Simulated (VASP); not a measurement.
# Cd (R-3m) in VASP: a series of runs

Cd is run at these levels: PBE; tasks: single point.

All numbers are computed with VASP 6.6.1; they aren't measurements. Logs are shortened: lines on timing, memory, paths and dates and some standing lists are left out, and cuts for length are marked.

## Step 1: The cell of the first run

It takes space group R-3m (No. 166, trigonal). The conventional cell has a = 3.260 Å, b = 3.260 Å, c = 7.151 Å, α = 90.00°, β = 90.00°, γ = 120.00°. Cd (site symmetry -3m) has 12 Cd at 3.04 to 3.26 Å within 4.0 Å.

## Step 2: Single point, PBE

File INCAR:

```
PREC = Accurate
ENCUT = 520
EDIFF = 1E-7
ISMEAR = 0
SIGMA = 0.15
LREAL = F
LASPH = T
NELM = 100
ALGO = Normal
ISIF = 2
LWAVE = F
LCHARG = F
GGA = PE
NBANDS = 12
```

File KPOINTS:

```
regular mesh
0
Gamma
  21 21 21
```

File POSCAR:

```
Cd
1.0
    1.6300596857      0.9411153983      2.3835297237
   -1.6300596857      0.9411153983      2.3835297237
    0.0000000000     -1.8822307967      2.3835297237
Cd
1
Direct
    0.0000000000      0.0000000000      0.0000000000
```

Potentials or basis: VASP PAW PBE potentials, release 64 (Cd).

Command:

```bash
$ cat potpaw_PBE.64/Cd/POTCAR > POTCAR
$ mpirun -np 1 vasp_std > vasp.out
```

OUTCAR:

```text
PREC = Accurate
   ENCUT = 520
   EDIFF = 1E-7
   ISMEAR = 0
   LREAL = F
   LASPH = T
   NELM = 100
   ISIF = 2
   GGA = PE

 ion  position               nearest neighbor table
   1  0.000  0.000  0.000-

  LATTYP: Found a trigonal (rhomboedric) cell.
 ALAT       =     3.0371049892
 COS(alpha) =     0.4238741014

  Lattice vectors:

 A1 = (   1.6300596857,   0.9411153983,   2.3835297237)
 A2 = (  -1.6300596857,   0.9411153983,   2.3835297237)
 A3 = (   0.0000000000,  -1.8822307967,   2.3835297237)

Analysis of symmetry for initial positions (statically):
=====================================================================
 Subroutine PRICEL returns:
 Original cell was already a primitive cell.

 Routine SETGRP: Setting up the symmetry group for a
 trigonal (rhombohedral) supercell.

 Subroutine GETGRP returns: Found 12 space group operations
 (whereof 12 operations were pure point group operations)
 out of a pool of 12 trial point group operations.

The static configuration has the point symmetry D_3d.

Analysis of symmetry for dynamics (positions and initial velocities):
=====================================================================
 Subroutine PRICEL returns:
 Original cell was already a primitive cell.

 Routine SETGRP: Setting up the symmetry group for a
 trigonal (rhombohedral) supercell.

 Subroutine GETGRP returns: Found 12 space group operations
 (whereof 12 operations were pure point group operations)
 out of a pool of 12 trial point group operations.

The dynamic configuration has the point symmetry D_3d.

 Subroutine INISYM returns: Found 12 space group operations
 (whereof 12 operations are pure point group operations),
 and found     1 'primitive' translations

----------------------------------------------------------------------------------------

                                     Primitive cell

  volume of cell :      21.9391

  direct lattice vectors                    reciprocal lattice vectors
     1.630059686  0.941115398  2.383529724     0.306737234  0.177094825  0.139848616
    -1.630059686  0.941115398  2.383529724    -0.306737234  0.177094825  0.139848616
     0.000000000 -1.882230797  2.383529724     0.000000000 -0.354189650  0.139848616

  length of vectors
     3.037104989  3.037104989  3.037104989     0.380799085  0.380799085  0.380799085

  position of ions in fractional coordinates (direct lattice)
     0.000000000  0.000000000  0.000000000

  ion indices of the primitive-cell ions
   primitive index   ion index
                 1           1

----------------------------------------------------------------------------------------

 KPOINTS: regular mesh

Automatic generation of k-mesh.
 Grid dimensions read from file:
 generate k-points for:   21   21   21

 Generating k-lattice:

  Cartesian coordinates                     Fractional coordinates (reciprocal lattice)
     0.014606535  0.008433087  0.006659458     0.047619048  0.000000000 -0.000000000
    -0.014606535  0.008433087  0.006659458     0.000000000  0.047619048 -0.000000000
     0.000000000 -0.016866174  0.006659458    -0.000000000 -0.000000000  0.047619048

  Length of vectors
     0.018133290  0.018133290  0.018133290

  Shift w.r.t. Gamma in fractional coordinates (k-lattice)
     0.000000000  0.000000000  0.000000000

 Subroutine IBZKPT returns following result:
 ===========================================

 Found    891 irreducible k-points:

 Following reciprocal coordinates:
            Coordinates               Weight
  0.000000  0.000000  0.000000      1.000000
  0.047619  0.000000  0.000000      6.000000
  0.095238  0.000000  0.000000      6.000000
  0.142857  0.000000  0.000000      6.000000
  0.190476  0.000000  0.000000      6.000000
  0.238095  0.000000  0.000000      6.000000
[... 16 lines left out ...]
 -0.428571  0.047619 -0.000000     12.000000
 -0.380952  0.047619 -0.000000     12.000000
 [... further k-points ...]
   k-points           NKPTS =    891   k-points in BZ     NKDIM =    891   number of bands    NBANDS=     12
   number of dos      NEDOS =    301   number of ions     NIONS =      1
   total plane-waves  NPLWV =  13824
   dimension x,y,z NGX =    24 NGY =   24 NGZ =   24
   dimension x,y,z NGXF=    48 NGYF=   48 NGZF=   48
   ions per type =               1
   NGX,Y,Z   is equivalent  to a cutoff of  13.14, 13.14, 13.14 a.u.
   NGXF,Y,Z  is equivalent  to a cutoff of  26.27, 26.27, 26.27 a.u.
 SYSTEM =  unknown system
   PREC   = accura    normal or accurate (medium, high low for compatibility)
   ISTART =      0    job   : 0-new  1-cont  2-samecut
   ICHARG =      2    charge: 1-file 2-atom 10-const
   ISPIN  =      1    spin polarized calculation?
   LNONCOLLINEAR =      F non collinear calculations
   LSORBIT =      F    spin-orbit coupling
   LASPH  =      T    aspherical Exc in radial PAW
   ENCUT  =  520.0 eV  38.22 Ry    6.18 a.u.   5.65  5.65  5.65*2*pi/ulx,y,z
   NELM   =    100;   NELMIN=  2; NELMDL= -5     # of ELM steps
   EDIFF  = 0.1E-06   stopping-criterion for ELM
   LREAL  =      F    real-space projection
   EDIFFG = 0.1E-05   stopping-criterion for IOM
   NSW    =      0    number of steps for IOM
   IBRION =     -1    ionic relax: 0-MD 1-quasi-New 2-CG
   NFREE  =      0    steps in history (QN), initial steepest desc. (CG)
   ISIF   =      2    stress and relaxation
   ISYM   =      2    0-nonsym 1-usesym 2-fastsym
   POTIM  = 0.5000    time-step for ionic-motion
   TEBEG  =    0.0;   TEEND  =   0.0 temperature during run
   PSTRESS=    0.0 pullay stress
   NELECT =      12.0000    total number of electrons
   NUPDOWN=      -1.0000    fix difference up-down
   EMIN   =  10.00;   EMAX   =-10.00  energy-range for DOS
   EFERMI =   0.00;   METHOD = LEGACY
   ISMEAR =     0;   SIGMA  =   0.15  broadening in eV -4-tet -1-fermi 0-gaus
   EFERMI_NEDOS =   21; number of points for ismear=-14 and -15
   IALGO  =     38    algorithm
   IMIX   =      4    mixing-type and parameters
     AMIX     =   0.40;   BMIX     =  1.00
     AMIX_MAG =   1.60;   BMIX_MAG =  1.00
  volume/ion in A,a.u.               =      21.94       148.05
  Fermi-wavevector in a.u.,A,eV,Ry     =   1.338842  2.530044 24.388398  1.792497
  Thomas-Fermi vector in A             =   2.467280
   LORBIT       =      0    0 simple, 1 ext, 2 COOP (PROOUT), +10 PAW based schemes
   GGA     = PE    functional components
   LHFCALC =     F    Hartree Fock is set to
   AEXX    =    0.0000 exact exchange contribution
   IVDW    =     0    specifies the selected vdW correction
   LEPSILON=     F    determine dielectric tensor
   LRPA    =     F    only Hartree local field effects (RPA)
 non-spin polarized calculation
 Gauss-broadening in eV      SIGMA  =   0.15
  energy-cutoff  :      520.00
  volume of cell :       21.94
 maximum number of plane-waves:       603
   NGX = 11   NGY = 11   NGZ = 11

 number of electron      12.0000001 magnetization

 Free energy of the ion-electron system (eV)
  ---------------------------------------------------
  ext. energy  EPLUGINS =         0.00000000
  ---------------------------------------------------
  free energy    TOTEN  =        -0.73472573 eV

  energy without entropy =       -0.73109249  energy(sigma->0) =       -0.73290911

 E-fermi :   2.7737     XC(G=0): -10.9519

 val. band max:        2.7547304357   @ k =  -0.3810   0.3810   0.0952
 cond. band min:       2.8045257070   @ k =  -0.3810   0.1429   0.0476
 fundamental gap:      0.0497952713
 Fermi energy:         2.7737140670

 k-point     1 :       0.0000    0.0000    0.0000
  band No.  band energies     occupation
      1      -6.5019      2.00000
      2      -6.5019      2.00000
      3      -6.1747      2.00000
      4      -5.8909      2.00000
      5      -5.8440      2.00000
      6      -5.8440      2.00000
      7      15.9940      0.00000
      8      16.5419      0.00000
      9      16.5419      0.00000
     10      20.1051      0.00000
     11      20.1051      0.00000
     12      21.1148      0.00000

 k-point     2 :       0.0476    0.0000    0.0000
  band No.  band energies     occupation
      1      -6.4992      2.00000
      2      -6.4975      2.00000
      3      -6.1644      2.00000
      4      -5.8487      2.00000
      5      -5.8457      2.00000
      6      -5.8377      2.00000
      7      15.5195      0.00000
      8      16.2072      0.00000
      9      16.4946      0.00000
     10      20.2232      0.00000
     11      20.3776      0.00000
     12      21.1661      0.00000

 k-point     3 :       0.0952    0.0000    0.0000
  band No.  band energies     occupation
      1      -6.5016      2.00000
      2      -6.4858      2.00000
      3      -6.1356      2.00000
      4      -5.8509      2.00000
      5      -5.8492      2.00000
      6      -5.6774      2.00000
      7      13.9959      0.00000
      8      16.1437      0.00000
      9      16.3696      0.00000
     10      20.3351      0.00000
     11      20.5535      0.00000
     12      21.1100      0.00000
[... 286 lines left out ...]
 k-point    23 :      -0.4286    0.0476   -0.0000
  band No.  band energies     occupation
      1      -6.8179      2.00000
      2      -6.5266      2.00000
      3      -6.0977      2.00000
      4      -5.6721      2.00000
      5      -5.4973      2.00000
      6      -0.6963      2.00000
      7       2.3379      1.99996
      8      14.3133      0.00000
      9      15.4409      0.00000
     10      17.6284      0.00000
     11      19.4076      0.00000
     12      20.5207      0.00000

 k-point    24 :      -0.3810    0.0476   -0.0000
  band No.  band energies     occupation
      1      -6.7869      2.00000
      2      -6.5112      2.00000
      3      -6.0883      2.00000
      4      -5.6943      2.00000
      5      -5.5512      2.00000
      6      -1.7238      2.00000
      7       3.7076      0.00000
      8      14.1687      0.00000
      9      15.7074      0.00000
     10      17.9354      0.00000
     11      19.4541      0.00000
     12      20.8565      0.00000

 [... further k-points ...]
[... 5 lines left out ...]
  --------------------------------------------------------------------------------------
  -------------------------------------------------------------------------------------
  Total        0.3336994      0.3336994      0.4123396      0.0000000     -0.0000000      0.0000000
  in kB       24.3695697     24.3695697     30.1125393      0.0000000     -0.0000000      0.0000000
  external PRESSURE =      26.2838929 kB  Pullay stress =       0.0000000 kB

 VOLUME and BASIS-vectors are now :
 -----------------------------------------------------------------------------
  energy-cutoff  :      520.00
  volume of cell :       21.94
      direct lattice vectors                 reciprocal lattice vectors
     1.630059686  0.941115398  2.383529724     0.306737234  0.177094825  0.139848616
    -1.630059686  0.941115398  2.383529724    -0.306737234  0.177094825  0.139848616
     0.000000000 -1.882230797  2.383529724     0.000000000 -0.354189650  0.139848616

 POSITION                                       TOTAL-FORCE (eV/Angst)
 -----------------------------------------------------------------------------------
      0.00000      0.00000      0.00000         0.000000     -0.000000     -0.000000
 -----------------------------------------------------------------------------------
    total drift:                                0.000000     -0.000000      0.000000

  FREE ENERGIE OF THE ION-ELECTRON SYSTEM (eV)
  ---------------------------------------------------
  free  energy   TOTEN  =        -0.7347257343 eV

  energy  without entropy=       -0.7310924901  energy(sigma->0) =       -0.73290911
```

It took 44 s on 1 thread of Intel Xeon 6975P-C (Granite Rapids), shared host; peak memory 0.32 GiB.

Results:

```
Free energy            : -0.7347 eV
Pressure               : 2.6 GPa
Band gap on the k mesh : zero (band 6 reaches 4.36 eV, above the bottom of band 7 at 1.11 eV)
```

Levels at points of the mesh, in eV from the Fermi level:
```tsv
k point	band 3	band 4	band 5	band 6	band 7	band 8	band 9	band 10
(0.00, 0.00, 0.00)	-8.95	-8.66	-8.62	-8.62	13.22	13.77	13.77	17.33
```

## Step 3: Single point, PBE

File INCAR:

```
PREC = Accurate ; ENCUT = 520
EDIFF = 1E-7 ; ISMEAR = 0
SIGMA = 0.15 ; LREAL = False
LASPH = True ; NELM = 100
ALGO = Normal ; ISIF = 2
LWAVE = False ; LCHARG = False
GGA = PE ; NBANDS = 12
```

File KPOINTS:

```
Automatic mesh
0
Gamma
  21 21 21
```

File POSCAR:

```
Cd
1.0
    1.6533493992      0.9545617207      2.3168520514
   -1.6533493992      0.9545617207      2.3168520514
    0.0000000000     -1.9091234414      2.3168520514
Cd
1
Direct
    0.0000000000      0.0000000000      0.0000000000
```

Potentials or basis: VASP PAW PBE potentials, release 64 (Cd).

Command:

```bash
$ cat potpaw_PBE.64/Cd/POTCAR > POTCAR
$ mpirun -np 1 vasp_std > vasp.out
```

OUTCAR:

```text
PREC = Accurate
   ENCUT = 520
   EDIFF = 1E-7
   ISMEAR = 0
   LREAL = False
   LASPH = True
   NELM = 100
   ISIF = 2
   GGA = PE

 ion  position               nearest neighbor table
   1  0.000  0.000  0.000-

  LATTYP: Found a trigonal (rhomboedric) cell.
 ALAT       =     3.0020918944
 COS(alpha) =     0.3933875553

  Lattice vectors:

 A1 = (   1.6533493992,   0.9545617207,   2.3168520514)
 A2 = (  -1.6533493992,   0.9545617207,   2.3168520514)
 A3 = (   0.0000000000,  -1.9091234414,   2.3168520514)

Analysis of symmetry for initial positions (statically):
=====================================================================
 Subroutine PRICEL returns:
 Original cell was already a primitive cell.

 Routine SETGRP: Setting up the symmetry group for a
 trigonal (rhombohedral) supercell.

 Subroutine GETGRP returns: Found 12 space group operations
 (whereof 12 operations were pure point group operations)
 out of a pool of 12 trial point group operations.

The static configuration has the point symmetry D_3d.

Analysis of symmetry for dynamics (positions and initial velocities):
[... 161 lines left out ...]
 fundamental gap:      0.0090928750
 Fermi energy:         2.7190483259

 k-point     1 :       0.0000    0.0000    0.0000
  band No.  band energies     occupation
      1      -6.5944      2.00000
      2      -6.5944      2.00000
      3      -6.1494      2.00000
      4      -5.8401      2.00000
      5      -5.8188      2.00000
      6      -5.8188      2.00000
      7      15.6961      0.00000
      8      16.1490      0.00000
      9      16.1490      0.00000
     10      19.7811      0.00000
     11      19.7811      0.00000
     12      20.8463      0.00000
[... 331 lines left out ...]
 k-point    24 :      -0.3810    0.0476    0.0000
  band No.  band energies     occupation
      1      -6.8068      2.00000
      2      -6.6013      2.00000
      3      -6.0126      2.00000
      4      -5.7360      2.00000
      5      -5.5514      2.00000
      6      -1.7997      2.00000
      7       3.5874      0.00000
      8      14.1317      0.00000
      9      15.6835      0.00000
     10      18.7664      0.00000
     11      19.5049      0.00000
     12      21.0062      0.00000

 [... further k-points ...]
[... 5 lines left out ...]
  --------------------------------------------------------------------------------------
  -------------------------------------------------------------------------------------
  Total        0.2969700      0.2969700      0.7216669      0.0000000      0.0000000      0.0000000
  in kB       21.6872762     21.6872762     52.7022515      0.0000000      0.0000000      0.0000000
  external PRESSURE =      32.0256013 kB  Pullay stress =       0.0000000 kB

 VOLUME and BASIS-vectors are now :
 -----------------------------------------------------------------------------
  energy-cutoff  :      520.00
  volume of cell :       21.94
      direct lattice vectors                 reciprocal lattice vectors
     1.653349399  0.954561721  2.316852051     0.302416416  0.174600199  0.143873379
    -1.653349399  0.954561721  2.316852051    -0.302416416  0.174600199  0.143873379
     0.000000000 -1.909123441  2.316852051     0.000000000 -0.349200399  0.143873379

 POSITION                                       TOTAL-FORCE (eV/Angst)
 -----------------------------------------------------------------------------------
      0.00000      0.00000      0.00000        -0.000000     -0.000000     -0.000000
 -----------------------------------------------------------------------------------
    total drift:                                0.000000     -0.000000      0.000000

  FREE ENERGIE OF THE ION-ELECTRON SYSTEM (eV)
  ---------------------------------------------------
  free  energy   TOTEN  =        -0.7275947623 eV

  energy  without entropy=       -0.7239555227  energy(sigma->0) =       -0.72577514
```

Run time: 44 s. Hardware: 1 thread of Intel Xeon 6975P-C (Granite Rapids), shared host; peak memory 0.32 GiB.

What came out:

| Item | Value |
| --- | --- |
| Free energy | -0.7276 eV |
| Pressure | 3.2 GPa |
| Band gap on the k mesh | zero (band 6 reaches 4.38 eV, above the bottom of band 7 at 0.97 eV) |

Levels at points of the mesh, in eV from the Fermi level:
```
           k point  band 2  band 3  band 4  band 5  band 6  band 7  band 8  band 9  band 10  band 11
(0.00, 0.00, 0.00)   -9.31   -8.87   -8.56   -8.54   -8.54   12.98   13.43   13.43    17.06    17.06
```

(Continued in part 2 of 2.)
